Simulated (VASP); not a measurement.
Here is a VASP 6.6.1 calculation.

The input INCAR:

```
SYSTEM = Ge
PREC = Accurate
ENCUT = 520
EDIFF = 1E-6
ISMEAR = -1
SIGMA = 0.08
LREAL = .False.
LASPH = .True.
NELM = 80
ALGO = Normal
ISIF = 2
LWAVE = .False.
LCHARG = .True.
GGA = PE
LELF = .True.
LVHAR = .True.
NBANDS = 13
```

KPOINTS

```
Automatic mesh
0
Gamma
  16 16 16
  0 0 0
```

File POSCAR:

```
Ge
1.0
   -1.4873576275      1.4873576275      1.4873576275
    1.4873576275     -1.4873576275      1.4873576275
    1.4873576275      1.4873576275     -1.4873576275
Ge
1
Direct
    0.0000000000      0.0000000000      0.0000000000
```

Potentials or basis: VASP PAW PBE potentials, release 64 (Ge_d).

The run is started by

```sh
$ cat potpaw_PBE.64/Ge_d/POTCAR > POTCAR
$ mpirun -np 1 vasp_std > vasp.out
```

Task: Predict the band gap on the k mesh.

Result: Zero (band 7 reaches 25.04 eV, above the bottom of band 8 at 6.83 eV).

Task: Predict the pressure.

Result: 57.6 GPa.
